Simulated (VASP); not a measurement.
# NaH in VASP: notebook, part 2 of 3

VASP 6.6.1.

## Step 3: Electric field gradients, PBEsol (z stretched by -1 % at fixed volume)

INCAR

```
SYSTEM = NaH
PREC = Accurate
ENCUT = 520
EDIFF = 1E-8
ISMEAR = -1
SIGMA = 0.02
LREAL = .False.
LASPH = .True.
NELM = 100
ALGO = Normal
ISIF = 2
LWAVE = .False.
LCHARG = .False.
GGA = PS
LEFG = .True.
NBANDS = 11
```

KPOINTS

```
Automatic mesh
0
Gamma
  11 11 11
  0 0 0
```

POSCAR

```
NaH
1.0
    0.0000000000      2.3984440168      2.3625574486
    2.3984440168      0.0000000000      2.3625574486
    2.3984440168      2.3984440168      0.0000000000
Na H
1 1
Direct
    0.0000000000      0.0000000000      0.0000000000
    0.5000000000      0.5000000000      0.5000000000
```

Potentials or basis: VASP PAW PBE potentials, release 64 (Na_pv, H).

Run with:

```
cat potpaw_PBE.64/Na_pv/POTCAR potpaw_PBE.64/H/POTCAR > POTCAR
mpirun -np 1 vasp_std > vasp.out
```

OUTCAR:

```text
SYSTEM = NaH
   PREC = Accurate
   ENCUT = 520
   EDIFF = 1E-8
   ISMEAR = -1
   LREAL = .False.
   LASPH = .True.
   NELM = 100
   ISIF = 2
   GGA = PS

 ion  position               nearest neighbor table
   1  0.000  0.000  0.000-
   2  0.500  0.500  0.500-

  LATTYP: Found a body centered tetragonal cell.
 ALAT       =     3.3919120572
 C/A-ratio  =     1.3930534806

  Lattice vectors:

 A1 = (   0.0000000000,  -2.3984440168,  -2.3625574486)
 A2 = (   0.0000000000,   2.3984440168,  -2.3625574486)
 A3 = (   2.3984440168,   0.0000000000,   2.3625574486)

Analysis of symmetry for initial positions (statically):
=====================================================================
 Subroutine PRICEL returns:
 Original cell was already a primitive cell.

 Routine SETGRP: Setting up the symmetry group for a
 body centered tetragonal supercell.

 Subroutine GETGRP returns: Found 16 space group operations
 (whereof 16 operations were pure point group operations)
 out of a pool of 16 trial point group operations.

The static configuration has the point symmetry D_4h.

Analysis of symmetry for dynamics (positions and initial velocities):
=====================================================================
 Subroutine PRICEL returns:
 Original cell was already a primitive cell.

 Routine SETGRP: Setting up the symmetry group for a
 body centered tetragonal supercell.

 Subroutine GETGRP returns: Found 16 space group operations
 (whereof 16 operations were pure point group operations)
 out of a pool of 16 trial point group operations.

The dynamic configuration has the point symmetry D_4h.

 Subroutine INISYM returns: Found 16 space group operations
 (whereof 16 operations are pure point group operations),
 and found     1 'primitive' translations

----------------------------------------------------------------------------------------

                                     Primitive cell

  volume of cell :      27.1814

  direct lattice vectors                    reciprocal lattice vectors
     0.000000000  2.398444017  2.362557449    -0.208468489  0.208468489  0.211635065
     2.398444017  0.000000000  2.362557449     0.208468489 -0.208468489  0.211635065
     2.398444017  2.398444017  0.000000000     0.208468489  0.208468489 -0.211635065

  length of vectors
     3.366632056  3.366632056  3.391912057     0.362915448  0.362915448  0.362915448

  position of ions in fractional coordinates (direct lattice)
     0.000000000  0.000000000  0.000000000
     0.500000000  0.500000000  0.500000000

  ion indices of the primitive-cell ions
   primitive index   ion index
                 1           1
                 2           2

----------------------------------------------------------------------------------------

 KPOINTS: Automatic mesh

Automatic generation of k-mesh.
 Grid dimensions read from file:
[... 73 lines left out ...]
   POTIM  = 0.5000    time-step for ionic-motion
   TEBEG  =    0.0;   TEEND  =   0.0 temperature during run
   PSTRESS=    0.0 pullay stress
   NELECT =       8.0000    total number of electrons
   NUPDOWN=      -1.0000    fix difference up-down
   EMIN   =  10.00;   EMAX   =-10.00  energy-range for DOS
   EFERMI =   0.00;   METHOD = LEGACY
   ISMEAR =    -1;   SIGMA  =   0.02  broadening in eV -4-tet -1-fermi 0-gaus
   EFERMI_NEDOS =   21; number of points for ismear=-14 and -15
   IALGO  =     38    algorithm
   IMIX   =      4    mixing-type and parameters
     AMIX     =   0.40;   BMIX     =  1.00
     AMIX_MAG =   1.60;   BMIX_MAG =  1.00
  volume/ion in A,a.u.               =      13.59        91.71
  Fermi-wavevector in a.u.,A,eV,Ry     =   1.088966  2.057847 16.134427  1.185847
  Thomas-Fermi vector in A             =   2.225159
   LORBIT       =      0    0 simple, 1 ext, 2 COOP (PROOUT), +10 PAW based schemes
   GGA     = PS    functional components
   LHFCALC =     F    Hartree Fock is set to
   AEXX    =    0.0000 exact exchange contribution
   IVDW    =     0    specifies the selected vdW correction
   LEPSILON=     F    determine dielectric tensor
   LRPA    =     F    only Hartree local field effects (RPA)
 non-spin polarized calculation
  energy-cutoff  :      520.00
  volume of cell :       27.18
 maximum number of plane-waves:       744
 NGX is ok and might be reduce to    28
   NGX = 13   NGY = 13   NGZ = 13

 number of electron       7.9999993 magnetization

 Free energy of the ion-electron system (eV)
  ---------------------------------------------------
  ext. energy  EPLUGINS =         0.00000000
  ---------------------------------------------------
  free energy    TOTEN  =        -5.08501273 eV

  energy without entropy =       -5.08501273  energy(sigma->0) =       -5.08501273

 E-fermi :  -0.5023     XC(G=0):  -8.0178

 val. band max:       -1.0060047130   @ k =  -0.2727   0.4545   0.1818
 cond. band min:       2.8136864538   @ k =  -0.4545  -0.0000   0.0909
 fundamental gap:      3.8196911668
 Fermi energy:        -0.5023460489

 k-point     1 :       0.0000    0.0000    0.0000
  band No.  band energies     occupation
      1     -22.9105      2.00000
      2     -22.9105      2.00000
      3     -22.9056      2.00000
      4      -4.8046      2.00000
      5       9.7692      0.00000
      6      14.6772      0.00000
      7      14.6772      0.00000
      8      14.7562      0.00000
      9      15.7365      0.00000
     10      15.7365      0.00000
     11      15.7571      0.00000
[... 309 lines left out ...]
 k-point    24 :      -0.1818    0.1818    0.0000
  band No.  band energies     occupation
      1     -22.9689      2.00000
      2     -22.9295      2.00000
      3     -22.9176      2.00000
      4      -3.3356      2.00000
      5       6.2278      0.00000
      6       8.2503      0.00000
      7      13.2507      0.00000
      8      13.4257      0.00000
      9      16.3865      0.00000
     10      17.5996      0.00000
     11      17.8663      0.00000

 [... further k-points ...]
[... 5 lines left out ...]
  --------------------------------------------------------------------------------------
  -------------------------------------------------------------------------------------
  Total        0.0179539      0.0179539      0.1148349      0.0000000      0.0000000      0.0000000
  in kB        1.0582704      1.0582704      6.7688193      0.0000000      0.0000000      0.0000000
  external PRESSURE =       2.9617867 kB  Pullay stress =       0.0000000 kB

 VOLUME and BASIS-vectors are now :
 -----------------------------------------------------------------------------
  energy-cutoff  :      520.00
  volume of cell :       27.18
      direct lattice vectors                 reciprocal lattice vectors
     0.000000000  2.398444017  2.362557449    -0.208468489  0.208468489  0.211635065
     2.398444017  0.000000000  2.362557449     0.208468489 -0.208468489  0.211635065
     2.398444017  2.398444017  0.000000000     0.208468489  0.208468489 -0.211635065

 POSITION                                       TOTAL-FORCE (eV/Angst)
 -----------------------------------------------------------------------------------
      0.00000      0.00000      0.00000         0.000000      0.000000      0.000000
      2.39844      2.39844      2.36256         0.000000     -0.000000      0.000000
 -----------------------------------------------------------------------------------
    total drift:                               -0.000000     -0.000000      0.000000

  FREE ENERGIE OF THE ION-ELECTRON SYSTEM (eV)
  ---------------------------------------------------
  free  energy   TOTEN  =        -5.0850127251 eV

  energy  without entropy=       -5.0850127251  energy(sigma->0) =       -5.08501273

 Electric field gradients (V/A^2)
---------------------------------------------------------------------
 ion       V_xx      V_yy      V_zz      V_xy      V_xz      V_yz
---------------------------------------------------------------------
   1       0.735     0.735    -1.470    -0.001    -0.002    -0.002
   2      -0.084    -0.084     0.168     0.001     0.001     0.001
---------------------------------------------------------------------

 Electric field gradients after diagonalization (V/A^2)
 (convention: |V_zz| > |V_xx| > |V_yy|)
----------------------------------------------------------------------
 ion       V_xx      V_yy      V_zz     asymmetry (V_yy - V_xx)/ V_zz
----------------------------------------------------------------------
   1       0.736     0.734    -1.470       0.001
   2      -0.085    -0.083     0.168       0.009
----------------------------------------------------------------------

           NMR quadrupolar parameters

 Cq : quadrupolar parameter    Cq=e*Q*V_zz/h
 eta: asymmetry parameters     (V_yy - V_xx)/ V_zz
 Q  : nuclear electric quadrupole moment in mb (millibarn)
----------------------------------------------------------------------
 ion       Cq(MHz)       eta       Q (mb)
----------------------------------------------------------------------
   1      -0.004       0.001       1.000
   2       0.000       0.009       1.000
----------------------------------------------------------------------
```

stdout:

```text
POSCAR found type information on POSCAR NaH
 POSCAR found :  2 types and       2 ions
 scaLAPACK will be used
 -----------------------------------------------------------------------------
|                                                                             |
|                                                                             |
|     You enforced a specific xc type in the INCAR file but a different       |
|     I HOPE YOU KNOW WHAT YOU ARE DOING!                                     |
|                                                                             |
 -----------------------------------------------------------------------------

 LDA part: xc-table for (Slater+PW92), standard interpolation
 POSCAR, INCAR and KPOINTS ok, starting setup
 FFT: planning ... GRIDC
 FFT: planning ... GRID_SOFT
 FFT: planning ... GRID
 WAVECAR not read
 entering main loop
ion   1

ion   2
```

Wall time 19 s (1 thread of Intel Xeon Platinum 8559C (Emerald Rapids), shared host); peak memory 0.17 GiB.

What came out:

- Free energy: -5.0850 eV
- Pressure: 0.3 GPa
- Band gap on the k mesh: 3.82 eV, indirect (least direct gap 4.64 eV)

Electric field gradients, principal values (V/Å²):
```
atom   least  middle  greatest (by size)
1 Na   0.734   0.736              -1.470
 2 H  -0.083  -0.085               0.168
```

Caveat: without QUAD_EFG the Cq values of the log hold for a quadrupole moment of 1 mb, not for the nuclei; the PAW data sets were made with another functional, which shifts forces and pressure a little.

## Step 4: Electric field gradients, PBEsol (equal xy, yz and zx shear strains of +2 %)

INCAR

```
SYSTEM = NaH
ALGO = Normal ; EDIFF = 1E-8
ENCUT = 520 ; GGA = PS
ISIF = 2 ; ISMEAR = -1
LASPH = .True. ; LCHARG = .False.
LEFG = .True. ; LREAL = .False.
LWAVE = .False. ; NBANDS = 11
NELM = 60 ; PREC = Accurate
SIGMA = 0.02
```

KPOINTS

```
k-points
0
Gamma
  11 11 11
  0 0 0
```

POSCAR

```
NaH
1.0
    0.0477284333      2.4102858818      2.4102858818
    2.4102858818      0.0477284333      2.4102858818
    2.4102858818      2.4102858818      0.0477284333
Na H
1 1
Direct
    0.0000000000      0.0000000000      0.0000000000
    0.5000000000      0.5000000000      0.5000000000
```

Potentials or basis: VASP PAW PBE potentials, release 64 (Na_pv, H).

Run with:

```
cat potpaw_PBE.64/Na_pv/POTCAR potpaw_PBE.64/H/POTCAR > POTCAR
mpirun -np 1 vasp_std > vasp.out
```

OUTCAR:

```text
SYSTEM = NaH
   EDIFF = 1E-8
   ENCUT = 520
   GGA = PS
   ISIF = 2
   ISMEAR = -1
   LASPH = .True.
   LREAL = .False.
   NELM = 60
   PREC = Accurate

 ion  position               nearest neighbor table
   1  0.000  0.000  0.000-
   2  0.500  0.500  0.500-

  LATTYP: Found a trigonal (rhomboedric) cell.
 ALAT       =     3.4089931164
 COS(alpha) =     0.5197000882

  Lattice vectors:

 A1 = (   0.0477284333,   2.4102858818,   2.4102858818)
 A2 = (   2.4102858818,   0.0477284333,   2.4102858818)
 A3 = (   2.4102858818,   2.4102858818,   0.0477284333)

Analysis of symmetry for initial positions (statically):
=====================================================================
 Subroutine PRICEL returns:
 Original cell was already a primitive cell.

 Routine SETGRP: Setting up the symmetry group for a
[... 525 lines left out ...]
  energy-cutoff  :      520.00
  volume of cell :       27.17
      direct lattice vectors                 reciprocal lattice vectors
     0.047728433  2.410285882  2.410285882    -0.213709919  0.209560212  0.209560212
     2.410285882  0.047728433  2.410285882     0.209560212 -0.213709919  0.209560212
     2.410285882  2.410285882  0.047728433     0.209560212  0.209560212 -0.213709919

 POSITION                                       TOTAL-FORCE (eV/Angst)
 -----------------------------------------------------------------------------------
      0.00000      0.00000      0.00000         0.000000      0.000000      0.000000
      2.43415      2.43415      2.43415        -0.000000     -0.000000     -0.000000
 -----------------------------------------------------------------------------------
    total drift:                               -0.000000     -0.000000     -0.000000

  FREE ENERGIE OF THE ION-ELECTRON SYSTEM (eV)
  ---------------------------------------------------
  free  energy   TOTEN  =        -5.0831329378 eV

  energy  without entropy=       -5.0831329378  energy(sigma->0) =       -5.08313294

 Electric field gradients (V/A^2)
---------------------------------------------------------------------
 ion       V_xx      V_yy      V_zz      V_xy      V_xz      V_yz
---------------------------------------------------------------------
   1      -0.000     0.000    -0.000    -0.613    -0.613    -0.613
   2      -0.000    -0.000    -0.000     0.058     0.058     0.058
---------------------------------------------------------------------

 Electric field gradients after diagonalization (V/A^2)
 (convention: |V_zz| > |V_xx| > |V_yy|)
----------------------------------------------------------------------
 ion       V_xx      V_yy      V_zz     asymmetry (V_yy - V_xx)/ V_zz
----------------------------------------------------------------------
   1       0.613     0.613    -1.226       0.000
   2      -0.058    -0.058     0.117       0.000
----------------------------------------------------------------------

           NMR quadrupolar parameters

 Cq : quadrupolar parameter    Cq=e*Q*V_zz/h
 eta: asymmetry parameters     (V_yy - V_xx)/ V_zz
 Q  : nuclear electric quadrupole moment in mb (millibarn)
----------------------------------------------------------------------
 ion       Cq(MHz)       eta       Q (mb)
----------------------------------------------------------------------
   1      -0.003       0.000       1.000
   2       0.000       0.000       1.000
----------------------------------------------------------------------
```

Wall time 20 s (1 thread of Intel Xeon Platinum 8559C (Emerald Rapids), shared host); peak memory 0.17 GiB.

Results:

* Free energy: -5.0831 eV
* Pressure: 0.3 GPa
* Band gap on the k mesh: 3.64 eV, indirect (least direct gap 4.59 eV)

Stress tensor (GPa, compression positive):
```
 0.29 -0.47 -0.47
-0.47  0.29 -0.47
-0.47 -0.47  0.29
```

Electric field gradients, principal values (V/Å²):
```csv
atom,least,middle,greatest (by size)
1 Na,0.613,0.613,-1.226
2 H,-0.058,-0.058,0.117
```

Caveat: the cell differs from its parent crystal (equal xy, yz and zx shear strains of +2 %); without QUAD_EFG the Cq values of the log hold for a quadrupole moment of 1 mb, not for the nuclei; the PAW data sets were made with another functional, which shifts forces and pressure a little. A k mesh can miss the band edges.

## Step 5: Electric field gradients, PBEsol (atom 2 (H) moved by [0.021213, 0.021213, 0.0] A)

INCAR

```
SYSTEM = NaH
PREC     = Accurate       ! precision mode
ENCUT    = 520            ! plane-wave cutoff, eV
EDIFF    = 1E-8           ! SCF threshold, eV
ISMEAR   = -1             ! smearing method
SIGMA    = 0.02           ! smearing width, eV
LREAL    = .FALSE.        ! projectors in reciprocal space
LASPH    = .TRUE.         ! aspherical terms in the spheres
NELM     = 80             ! most SCF steps
ALGO     = Normal         ! electronic algorithm
ISIF     = 2              ! what is computed and relaxed
LWAVE    = .FALSE.        ! write WAVECAR
LCHARG   = .FALSE.        ! write CHGCAR
GGA      = PS             ! functional
LEFG     = .TRUE.       
NBANDS   = 11             ! bands
```

KPOINTS

```
Automatic mesh
0
G
  11 11 11
  0 0 0
```

POSCAR

```
NaH
1.0
    0.0000000000      2.3864216652      2.3864216652
    2.3864216652      0.0000000000      2.3864216652
    2.3864216652      2.3864216652      0.0000000000
Na H
1 1
Direct
    0.0000000000      0.0000000000      0.0000000000
    0.5000000000      0.5000000000      0.5088890410
```

Potentials or basis: VASP PAW PBE potentials, release 64 (Na_pv, H).

Run with:

```
cat potpaw_PBE.64/Na_pv/POTCAR potpaw_PBE.64/H/POTCAR > POTCAR
mpirun -np 1 vasp_std > vasp.out
```

OUTCAR:

```text
SYSTEM = NaH
   PREC = Accurate
   ENCUT = 520
   EDIFF = 1E-8
   ISMEAR = -1
   LREAL = .FALSE.
   LASPH = .TRUE.
   NELM = 80
   ISIF = 2
   GGA = PS

 ion  position               nearest neighbor table
   1  0.000  0.000  0.000-
   2  0.500  0.500  0.509-

  LATTYP: Found a face centered cubic cell.
 ALAT       =     4.7728433304

  Lattice vectors:

 A1 = (   0.0000000000,   2.3864216652,   2.3864216652)
 A2 = (   2.3864216652,   0.0000000000,   2.3864216652)
 A3 = (   2.3864216652,   2.3864216652,   0.0000000000)

[... 545 lines left out ...]
  FREE ENERGIE OF THE ION-ELECTRON SYSTEM (eV)
  ---------------------------------------------------
  free  energy   TOTEN  =        -5.0850411439 eV

  energy  without entropy=       -5.0850411439  energy(sigma->0) =       -5.08504114

 Electric field gradients (V/A^2)
---------------------------------------------------------------------
 ion       V_xx      V_yy      V_zz      V_xy      V_xz      V_yz
---------------------------------------------------------------------
   1      -0.012    -0.012     0.024     0.027    -0.001    -0.001
   2       0.002     0.002    -0.003    -0.002     0.000     0.000
---------------------------------------------------------------------

 Electric field gradients after diagonalization (V/A^2)
 (convention: |V_zz| > |V_xx| > |V_yy|)
----------------------------------------------------------------------
 ion       V_xx      V_yy      V_zz     asymmetry (V_yy - V_xx)/ V_zz
----------------------------------------------------------------------
   1       0.024     0.014    -0.039       0.267
   2      -0.003    -0.000     0.004       0.860
----------------------------------------------------------------------

           NMR quadrupolar parameters

 Cq : quadrupolar parameter    Cq=e*Q*V_zz/h
 eta: asymmetry parameters     (V_yy - V_xx)/ V_zz
 Q  : nuclear electric quadrupole moment in mb (millibarn)
----------------------------------------------------------------------
 ion       Cq(MHz)       eta       Q (mb)
----------------------------------------------------------------------
   1      -0.000       0.267       1.000
   2       0.000       0.860       1.000
----------------------------------------------------------------------
```

Wall time 29 s (1 thread of Intel Xeon Platinum 8559C (Emerald Rapids), shared host); peak memory 0.19 GiB.

Results:

| Quantity | Value |
| --- | --- |
| Free energy | -5.0850 eV |
| Pressure | 0.3 GPa |
| Largest force | 0.030 eV/Å |
| Band gap on the k mesh | 3.83 eV, indirect (least direct gap 4.64 eV) |

Forces on the atoms (eV/Å):
```
Na   0.022  0.022  0.000
H   -0.022 -0.022  0.000
```

Caveat: the cell differs from its parent crystal (atom 2 (H) moved by [0.021213, 0.021213, 0.0] A); without QUAD_EFG the Cq values of the log hold for a quadrupole moment of 1 mb, not for the nuclei; the PAW data sets were made with another functional, which shifts forces and pressure a little. A k mesh can miss the band edges.

[end of part 2 of 3]
